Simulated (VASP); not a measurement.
# MnS (Fm-3m) in VASP: further runs, part 2 of 2

VASP 6.6.1.

### 5 Single point, PBEsol, collinear spin, ferromagnetic start

This run uses another cell than the first one, of 15.05 Å³/atom.

INCAR

```
SYSTEM = MnS
  PREC = Accurate
  ENCUT = 520
  EDIFF = 1E-6
  ISMEAR = 0
  SIGMA = 0.1
  LREAL = .FALSE.
  LASPH = .TRUE.
  NELM = 150
  ALGO = Normal
  ISIF = 2
  LWAVE = .FALSE.
  LCHARG = .FALSE.
  ISPIN = 2
  MAGMOM = 4.04 0
  LORBIT = 11
  LMAXMIX = 4
  GGA = PS
  NBANDS = 20
```

KPOINTS

```
regular mesh
0
G
  14 14 14
  0 0 0
```

POSCAR

```
MnS
1.0
    0.0000000000      2.4687617762      2.4687617762
    2.4687617762      0.0000000000      2.4687617762
    2.4687617762      2.4687617762      0.0000000000
Mn S
1 1
Direct
    0.0000000000      0.0000000000      0.0000000000
    0.5000000000      0.5000000000      0.5000000000
```

Potentials or basis: VASP PAW PBE potentials, release 64 (Mn_pv, S).

Started as:

```bash
$ cat potpaw_PBE.64/Mn_pv/POTCAR potpaw_PBE.64/S/POTCAR > POTCAR
$ mpirun -np 1 vasp_std > vasp.out
```

OUTCAR:

```text
SYSTEM = MnS
   PREC = Accurate
   ENCUT = 520
   EDIFF = 1E-6
   ISMEAR = 0
   LREAL = .FALSE.
   LASPH = .TRUE.
   NELM = 150
   ISIF = 2
   ISPIN = 2
   LORBIT = 11
   GGA = PS

 ion  position               nearest neighbor table
   1  0.000  0.000  0.000-   2 2.47   2 2.47   2 2.47   2 2.47   2 2.47   2 2.47
   2  0.500  0.500  0.500-   1 2.47   1 2.47   1 2.47   1 2.47   1 2.47   1 2.47

  LATTYP: Found a face centered cubic cell.
 ALAT       =     4.9375235524

  Lattice vectors:

 A1 = (   0.0000000000,   2.4687617762,   2.4687617762)
 A2 = (   2.4687617762,   0.0000000000,   2.4687617762)
 A3 = (   2.4687617762,   2.4687617762,   0.0000000000)

Analysis of symmetry for initial positions (statically):
=====================================================================
 Subroutine PRICEL returns:
 Original cell was already a primitive cell.

 Routine SETGRP: Setting up the symmetry group for a
 face centered cubic supercell.

 Subroutine GETGRP returns: Found 48 space group operations
 (whereof 48 operations were pure point group operations)
 out of a pool of 48 trial point group operations.

The static configuration has the point symmetry O_h .

Analysis of symmetry for dynamics (positions and initial velocities):
=====================================================================
 Subroutine PRICEL returns:
 Original cell was already a primitive cell.

 Routine SETGRP: Setting up the symmetry group for a
 face centered cubic supercell.

 Subroutine GETGRP returns: Found 48 space group operations
 (whereof 48 operations were pure point group operations)
 out of a pool of 48 trial point group operations.

The dynamic configuration has the point symmetry O_h .

Analysis of structural, dynamic, and magnetic symmetry:
=====================================================================
 Subroutine PRICEL returns:
 Original cell was already a primitive cell.

 Routine SETGRP: Setting up the symmetry group for a
 face centered cubic supercell.

[... 148 lines left out ...]
  ---------------------------------------------------
  free energy    TOTEN  =       -14.98124539 eV

  energy without entropy =      -14.97363013  energy(sigma->0) =      -14.97743776

 E-fermi :   8.4121     XC(G=0): -11.6378

 val. band max:        8.4051853188   @ k =  -0.4286   0.2143   0.0000
 cond. band min:       8.4358211340   @ k =  -0.4286   0.2857   0.0000
 fundamental gap:      0.0306358152
 Fermi energy:         8.4121057673

 spin component 1

 k-point     1 :       0.0000    0.0000    0.0000
  band No.  band energies     occupation
      1     -41.8203      1.00000
      2     -41.8203      1.00000
      3     -41.8203      1.00000
      4      -7.3436      1.00000
      5       5.0318      1.00000
      6       5.0318      1.00000
[... 541 lines left out ...]
     19      22.6499      0.00000
     20      25.5579      0.00000

 [... further k-points ...]

 spin component 2

 k-point     1 :       0.0000    0.0000    0.0000
  band No.  band energies     occupation
      1     -37.8534      1.00000
      2     -37.8533      1.00000
      3     -37.8533      1.00000
      4      -7.0535      1.00000
      5       6.5766      1.00000
      6       6.5766      1.00000
[... 541 lines left out ...]
     19      23.4800      0.00000
     20      26.2717      0.00000

 [... further k-points ...]

------------------------ aborting loop because EDIFF is reached ----------------------------------------

  FORCE on cell =-STRESS in cart. coord.  units (eV):
  Direction    XX          YY          ZZ          XY          YZ          ZX
  --------------------------------------------------------------------------------------
  -------------------------------------------------------------------------------------
  Total        0.0547906      0.0547906      0.0547906      0.0000000      0.0000000     -0.0000000
  in kB        2.9170839      2.9170839      2.9170839      0.0000000      0.0000000     -0.0000000
  external PRESSURE =       2.9170839 kB  Pullay stress =       0.0000000 kB

 VOLUME and BASIS-vectors are now :
 -----------------------------------------------------------------------------
  energy-cutoff  :      520.00
  volume of cell :       30.09
      direct lattice vectors                 reciprocal lattice vectors
     0.000000000  2.468761776  2.468761776    -0.202530679  0.202530679  0.202530679
     2.468761776  0.000000000  2.468761776     0.202530679 -0.202530679  0.202530679
     2.468761776  2.468761776  0.000000000     0.202530679  0.202530679 -0.202530679

 POSITION                                       TOTAL-FORCE (eV/Angst)
 -----------------------------------------------------------------------------------
      0.00000      0.00000      0.00000         0.000000      0.000000      0.000000
      2.46876      2.46876      2.46876        -0.000000     -0.000000      0.000000
 -----------------------------------------------------------------------------------
    total drift:                               -0.000000      0.000000      0.000000

  FREE ENERGIE OF THE ION-ELECTRON SYSTEM (eV)
  ---------------------------------------------------
  free  energy   TOTEN  =       -14.9812453913 eV

  energy  without entropy=      -14.9736301324  energy(sigma->0) =      -14.97743776

 total charge

# of ion       s       p       d       tot
------------------------------------------
    1        0.250   6.219   5.031  11.500
    2        1.322   2.396   0.000   3.719
--------------------------------------------------
tot          1.573   8.615   5.031  15.219

 magnetization (x)

# of ion       s       p       d       tot
------------------------------------------
    1        0.053   0.043   3.695   3.792
    2        0.026   0.034   0.000   0.060
--------------------------------------------------
tot          0.079   0.078   3.695   3.852
```

OSZICAR:

```text
N       E                     dE             d eps       ncg     rms          rms(c)
DAV:   1     0.156699648871E+03    0.15670E+03   -0.10149E+04  8344   0.102E+03
DAV:   2    -0.839706132413E+01   -0.16510E+03   -0.15558E+03  8696   0.295E+02
DAV:   3    -0.161165817734E+02   -0.77195E+01   -0.76227E+01  9696   0.687E+01
DAV:   4    -0.162030479069E+02   -0.86466E-01   -0.86405E-01  9264   0.741E+00
DAV:   5    -0.162041728017E+02   -0.11249E-02   -0.11249E-02  9468   0.880E-01    0.138E+01
DAV:   6    -0.152258331644E+02    0.97834E+00   -0.59993E+00  9188   0.314E+01    0.112E+01
DAV:   7    -0.149859963952E+02    0.23984E+00   -0.10231E+00  9148   0.152E+01    0.614E+00
DAV:   8    -0.149856412595E+02    0.35514E-03   -0.29294E-02  9240   0.143E+00    0.353E+00
DAV:   9    -0.149784050133E+02    0.72362E-02   -0.10189E-02 10212   0.108E+00    0.637E-01
DAV:  10    -0.149811231798E+02   -0.27182E-02   -0.48408E-03  9224   0.611E-01    0.265E-01
DAV:  11    -0.149812336576E+02   -0.11048E-03   -0.35368E-04 10588   0.181E-01    0.948E-02
DAV:  12    -0.149812268423E+02    0.68153E-05   -0.16878E-04  9248   0.826E-02    0.662E-02
DAV:  13    -0.149812405279E+02   -0.13686E-04   -0.71700E-06  9252   0.251E-02    0.409E-02
DAV:  14    -0.149812444666E+02   -0.39388E-05   -0.56085E-06  9408   0.239E-02    0.110E-02
DAV:  15    -0.149812453913E+02   -0.92461E-06   -0.13905E-06  7000   0.107E-02
   1 F= -.14981245E+02 E0= -.14977438E+02  d E =-.761526E-02  mag=     4.1098
```

It took 4.1 min on 1 thread of Oxide Virtual Turin-like, shared host; peak memory 0.2 GiB.

Results:

```
Free energy                                           : -14.9812 eV
Pressure                                              : 0.3 GPa
Net moment                                            : 4.11 μB per cell
Site moments                                          : Mn +3.79; S +0.06 μB
Valence electrons inside the program's atomic spheres : Mn 11.50; S 3.72
```

Caveat: the PAW data sets were made with another functional, which shifts forces and pressure a little; a cell with one magnetic atom can't hold antiferromagnetic order, which such compounds often take; semilocal functionals often make such compounds metallic where correlation or magnetic order opens a gap, which also shifts bond lengths. With open d or f shells a metallic result of PBEsol can be an artefact of self-interaction; +U or a hybrid may open a gap.

### 6 Single point, PBEsol, collinear spin, ferromagnetic start (15.50 Å³/atom)

This run uses another cell than the first one, of 15.50 Å³/atom.

INCAR

```
SYSTEM = MnS
PREC = Accurate
ENCUT = 520
EDIFF = 1E-6
ISMEAR = 0
SIGMA = 0.1
LREAL = .FALSE.
LASPH = .TRUE.
NELM = 150
ALGO = Normal
ISIF = 2
LWAVE = .FALSE.
LCHARG = .FALSE.
ISPIN = 2
MAGMOM = 4.04 0
LORBIT = 11
LMAXMIX = 4
GGA = PS
NBANDS = 20
```

KPOINTS is that of step 5.

POSCAR

```
MnS
1.0
    0.0000000000      2.4932065519      2.4932065519
    2.4932065519      0.0000000000      2.4932065519
    2.4932065519      2.4932065519      0.0000000000
Mn S
1 1
Direct
    0.0000000000      0.0000000000      0.0000000000
    0.5000000000      0.5000000000      0.5000000000
```

Potentials or basis: VASP PAW PBE potentials, release 64 (Mn_pv, S).

Started as:

```bash
$ cat potpaw_PBE.64/Mn_pv/POTCAR potpaw_PBE.64/S/POTCAR > POTCAR
$ mpirun -np 1 vasp_std > vasp.out
```

OUTCAR:

```text
SYSTEM = MnS
   PREC = Accurate
   ENCUT = 520
   EDIFF = 1E-6
   ISMEAR = 0
   LREAL = .FALSE.
   LASPH = .TRUE.
   NELM = 150
   ISIF = 2
   ISPIN = 2
   LORBIT = 11
   GGA = PS

 ion  position               nearest neighbor table
   1  0.000  0.000  0.000-   2 2.49   2 2.49   2 2.49   2 2.49   2 2.49   2 2.49
   2  0.500  0.500  0.500-   1 2.49   1 2.49   1 2.49   1 2.49   1 2.49   1 2.49

  LATTYP: Found a face centered cubic cell.
 ALAT       =     4.9864131038

  Lattice vectors:

 A1 = (   0.0000000000,   2.4932065519,   2.4932065519)
 A2 = (   2.4932065519,   0.0000000000,   2.4932065519)
 A3 = (   2.4932065519,   2.4932065519,   0.0000000000)

Analysis of symmetry for initial positions (statically):
=====================================================================
 Subroutine PRICEL returns:
 Original cell was already a primitive cell.

 Routine SETGRP: Setting up the symmetry group for a
 face centered cubic supercell.

 Subroutine GETGRP returns: Found 48 space group operations
 (whereof 48 operations were pure point group operations)
 out of a pool of 48 trial point group operations.

The static configuration has the point symmetry O_h .

Analysis of symmetry for dynamics (positions and initial velocities):
=====================================================================
 Subroutine PRICEL returns:
 Original cell was already a primitive cell.

 Routine SETGRP: Setting up the symmetry group for a
 face centered cubic supercell.

 Subroutine GETGRP returns: Found 48 space group operations
 (whereof 48 operations were pure point group operations)
 out of a pool of 48 trial point group operations.

The dynamic configuration has the point symmetry O_h .

Analysis of structural, dynamic, and magnetic symmetry:
=====================================================================
 Subroutine PRICEL returns:
 Original cell was already a primitive cell.

 Routine SETGRP: Setting up the symmetry group for a
 face centered cubic supercell.

[... 148 lines left out ...]
  ---------------------------------------------------
  free energy    TOTEN  =       -14.97951739 eV

  energy without entropy =      -14.97290446  energy(sigma->0) =      -14.97621092

 E-fermi :   8.0462     XC(G=0): -11.4826

 val. band max:        8.0455858702   @ k =   0.2857   0.0000   0.0000
 cond. band min:       8.0465103220   @ k =   0.3571   0.1429   0.0000
 fundamental gap:      0.0009244518
 Fermi energy:         8.0461637959

 spin component 1

 k-point     1 :       0.0000    0.0000    0.0000
  band No.  band energies     occupation
      1     -42.2527      1.00000
      2     -42.2527      1.00000
      3     -42.2527      1.00000
      4      -7.4816      1.00000
      5       4.6648      1.00000
      6       4.6648      1.00000
[... 541 lines left out ...]
     19      22.0325      0.00000
     20      24.9505      0.00000

 [... further k-points ...]

 spin component 2

 k-point     1 :       0.0000    0.0000    0.0000
  band No.  band energies     occupation
      1     -38.1569      1.00000
      2     -38.1569      1.00000
      3     -38.1569      1.00000
      4      -7.1771      1.00000
      5       6.2568      1.00000
      6       6.2568      1.00000
[... 541 lines left out ...]
     19      22.9255      0.00000
     20      25.6571      0.00000

 [... further k-points ...]

------------------------ aborting loop because EDIFF is reached ----------------------------------------

  FORCE on cell =-STRESS in cart. coord.  units (eV):
  Direction    XX          YY          ZZ          XY          YZ          ZX
  --------------------------------------------------------------------------------------
  -------------------------------------------------------------------------------------
  Total       -0.1997488     -0.1997488     -0.1997488     -0.0000000     -0.0000000     -0.0000000
  in kB      -10.3249962    -10.3249962    -10.3249962     -0.0000000     -0.0000000     -0.0000000
  external PRESSURE =     -10.3249962 kB  Pullay stress =       0.0000000 kB

 VOLUME and BASIS-vectors are now :
 -----------------------------------------------------------------------------
  energy-cutoff  :      520.00
  volume of cell :       31.00
      direct lattice vectors                 reciprocal lattice vectors
     0.000000000  2.493206552  2.493206552    -0.200544957  0.200544957  0.200544957
     2.493206552  0.000000000  2.493206552     0.200544957 -0.200544957  0.200544957
     2.493206552  2.493206552  0.000000000     0.200544957  0.200544957 -0.200544957

 POSITION                                       TOTAL-FORCE (eV/Angst)
 -----------------------------------------------------------------------------------
      0.00000      0.00000      0.00000         0.000000     -0.000000     -0.000000
      2.49321      2.49321      2.49321        -0.000000      0.000000      0.000000
 -----------------------------------------------------------------------------------
    total drift:                               -0.000000      0.000000      0.000000

  FREE ENERGIE OF THE ION-ELECTRON SYSTEM (eV)
  ---------------------------------------------------
  free  energy   TOTEN  =       -14.9795173854 eV

  energy  without entropy=      -14.9729044628  energy(sigma->0) =      -14.97621092

 total charge

# of ion       s       p       d       tot
------------------------------------------
    1        0.244   6.209   5.006  11.458
    2        1.323   2.393   0.000   3.715
--------------------------------------------------
tot          1.566   8.601   5.006  15.174

 magnetization (x)

# of ion       s       p       d       tot
------------------------------------------
    1        0.053   0.043   3.812   3.909
    2        0.027   0.045   0.000   0.071
--------------------------------------------------
tot          0.079   0.088   3.812   3.980
```

Run time: 4 min. Hardware: 1 thread of Oxide Virtual Turin-like, shared host; peak memory 0.2 GiB.

Results:

```
Free energy                                           : -14.9795 eV
Pressure                                              : -1.0 GPa
Net moment                                            : 4.26 μB per cell
Site moments                                          : Mn +3.91; S +0.07 μB
Valence electrons inside the program's atomic spheres : Mn 11.46; S 3.71
```

Caveat: the PAW data sets were made with another functional, which shifts forces and pressure a little; a cell with one magnetic atom can't hold antiferromagnetic order, which such compounds often take; semilocal functionals often make such compounds metallic where correlation or magnetic order opens a gap, which also shifts bond lengths.

### 7 Single point, PBEsol, collinear spin, ferromagnetic start (15.95 Å³/atom)

This run uses another cell than the first one, of 15.95 Å³/atom.

INCAR

```
  PREC = Accurate
  ENCUT = 520
  EDIFF = 1E-7
  ISMEAR = 0
  SIGMA = 0.1
  LREAL = F
  LASPH = T
  NELM = 150
  ALGO = Normal
  ISIF = 2
  LWAVE = F
  LCHARG = F
  ISPIN = 2
  MAGMOM = 4.04 0
  LORBIT = 11
  LMAXMIX = 4
  GGA = PS
  NBANDS = 20
```

KPOINTS

```
Automatic mesh
0
Gamma
  14 14 14
```

POSCAR

```
MnS
1.0
    0.0000000000      2.5171811625      2.5171811625
    2.5171811625      0.0000000000      2.5171811625
    2.5171811625      2.5171811625      0.0000000000
Mn S
1 1
Direct
    0.0000000000      0.0000000000      0.0000000000
    0.5000000000      0.5000000000      0.5000000000
```

Started as:

```bash
$ cat potpaw_PBE.64/Mn_pv/POTCAR potpaw_PBE.64/S/POTCAR > POTCAR
$ mpirun -np 1 vasp_std > vasp.out
```

Wall time 4.5 min (1 thread of Oxide Virtual Turin-like, shared host); peak memory 0.21 GiB.

Results (log left out):

```
Free energy                                           : -14.9699 eV
Pressure                                              : -2.6 GPa
Net moment                                            : 4.37 μB per cell
Site moments                                          : Mn +4.00; S +0.08 μB
Valence electrons inside the program's atomic spheres : Mn 11.42; S 3.71
```

Levels at points of the mesh, in eV from the Fermi level:
Spin up:
| k point | band 10 | band 11 | band 12 | band 13 | band 14 | band 15 |
| --- | --- | --- | --- | --- | --- | --- |
| (0.00, 0.00, 0.00) | -1.98 | -1.98 | -1.98 | 2.47 | 8.82 | 8.82 |
| (0.50, 0.00, 0.00) | -2.26 | 0.84 | 0.84 | 2.80 | 5.43 | 5.43 |
| (0.50, 0.50, 0.00) | -2.51 | -2.51 | -1.93 | 1.07 | 5.58 | 10.98 |
Spin down:
| k point | band 4 | band 5 | band 6 | band 7 | band 8 | band 9 | band 10 | band 11 |
| --- | --- | --- | --- | --- | --- | --- | --- | --- |
| (0.00, 0.00, 0.00) | -15.00 | -1.75 | -1.75 | -1.75 | -0.04 | -0.04 | -0.04 | 0.08 |
| (0.50, 0.00, 0.00) | -13.43 | -7.10 | -3.79 | -3.79 | 1.13 | 1.13 | 1.37 | 3.28 |
| (0.50, 0.50, 0.00) | -13.26 | -6.19 | -3.49 | -3.49 | -1.37 | 0.59 | 1.42 | 1.42 |

Caveat: the PAW data sets were made with another functional, which shifts forces and pressure a little; a cell with one magnetic atom can't hold antiferromagnetic order, which such compounds often take; semilocal functionals often make such compounds metallic where correlation or magnetic order opens a gap, which also shifts bond lengths. With open d or f shells a metallic result of PBEsol can be an artefact of self-interaction; +U or a hybrid may open a gap.

### 8 Summary

| cell | gap on the mesh (eV) | pressure (GPa) | moment (μB) |
| --- | --- | --- | --- |
| a = 3.420 Å, angles 60.0°, 2 atoms | none | 5.1 | 3.87 |
| a = 3.456 Å, angles 60.0°, 2 atoms | none | 2.0 | 3.95 |
| a = 3.491 Å, angles 60.0°, 2 atoms | none | 0.3 | 4.11 |
| a = 3.526 Å, angles 60.0°, 2 atoms | none | -1.0 | 4.26 |
| a = 3.560 Å, angles 60.0°, 2 atoms | none | -2.6 | 4.37 |

Alike in all rows: task single point; level PBEsol; potentials or basis VASP PAW PBE potentials, release 64 (Mn_pv, S); spin collinear, ferromagnetic start; k mesh 14 × 14 × 14; cutoff (eV) 520; smearing gaussian 0.1 eV.

Caveats: the PAW data sets were made with another functional, which shifts forces and pressure a little; a cell with one magnetic atom can't hold antiferromagnetic order, which such compounds often take; semilocal functionals often make such compounds metallic where correlation or magnetic order opens a gap, which also shifts bond lengths; the cell stands under pressure (at least some runs).

Absolute energies hang on the potentials; compare differences alone.
